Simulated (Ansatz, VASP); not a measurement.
# One calculation of FeCo2, two programs

File INCAR:

```
SYSTEM = FeCo2
PREC = Accurate ; ENCUT = 520
EDIFF = 1E-7 ; ISMEAR = 0
SIGMA = 0.2 ; LREAL = .False.
LASPH = .True. ; NELM = 150
ALGO = Fast ; ISIF = 2
LWAVE = .False. ; LCHARG = .False.
ISPIN = 2 ; MAGMOM = 2.75 2.75 1.93 1.93 1.93 1.93
LORBIT = 11 ; LMAXMIX = 4
GGA = PE ; NBANDS = 39
```

KPOINTS

```
regular mesh
0
Gamma
  12 12 2
  0 0 0
```

File POSCAR:

```
FeCo2
1.0
    2.5086876548     -0.0000000289      0.0000000000
   -1.2543438024      2.1725872536      0.0000000000
    0.0000000000      0.0000000000     12.3653294000
Fe Co
2 4
Direct
    0.0000000000      0.0000000000      0.2500000000
    0.0000000000      0.0000000000      0.7500000000
    0.6666666667      0.3333333333      0.4190770000
    0.6666666667      0.3333333333      0.9190770000
    0.3333333333      0.6666666667      0.0809230000
    0.3333333333      0.6666666667      0.5809230000
```

Input for Ansatz:

```yaml
crystal:
  lattice:
    - [2.5086876548, -2.89e-08, 0.0]
    - [-1.2543438024, 2.1725872536, 0.0]
    - [0.0, 0.0, 12.3653294]
  atoms:
    - { symbol: Fe, position: [0.0, 0.0, 0.25], spin: 2.75 }
    - { symbol: Fe, position: [0.0, 0.0, 0.75], spin: 2.75 }
    - { symbol: Co, position: [0.6666666667, 0.3333333333, 0.419077], spin: 1.93 }
    - { symbol: Co, position: [0.6666666667, 0.3333333333, 0.919077], spin: 1.93 }
    - { symbol: Co, position: [0.3333333333, 0.6666666667, 0.080923], spin: 1.93 }
    - { symbol: Co, position: [0.3333333333, 0.6666666667, 0.580923], spin: 1.93 }
basis:
  ecutwfc: 420
kpoints:
  mp_grid: { grid: [12, 12, 2] }
hamiltonian:
  xc: pbe
scf:
  occupations: { method: gaussian, width: 0.2 }
  lower_state_search: "off"
output:
  forces: true
  stress: true
  eigenvalues: true
  populations: true
magnetization:
  spin_polarized: true
```

Alike in both runs: task single point; functional PBE; k mesh 12 × 12 × 2; occupations gaussian, width 0.2 eV; collinear spin.

```csv
,VASP,Ansatz
version,VASP 6.6.1,Ansatz 0.2.0
potentials or method,"VASP PAW PBE potentials, release 64 (Fe, Co), cutoff 520 eV","scalar-relativistic, plane waves, PAW"
valence electrons in the cell,52,100
```

Ansatz gave:

* gap on the k mesh at the Fermi level (eV): none
* pressure (GPa): 0.0
* traceless stress, the component that is largest in VASP (GPa): -0.43
* rms of the force components (eV/Å): 0.009
* net moment per atom (μB): 1.94
* size of the moment on the site where the two differ most (μB): 1.76

Q: Which values does VASP return?

A: gap on the k mesh at the Fermi level (eV): none; pressure (GPa): -0.4; traceless stress, the component that is largest in VASP (GPa): -0.47; rms of the force components (eV/Å): 0.005; net moment per atom (μB): 1.94; size of the moment on the site where the two differ most (μB): 1.69.

Site moments also hang on the region over which each program counts them. Atom by atom the forces differ by 0.004 eV/Å (rms over components). A gap of «none» marks a metal or a gap that the smearing closes. VASP's potentials hold 52 valence electrons a cell and Ansatz's 100, so a difference there can come from the potentials and not from the codes.
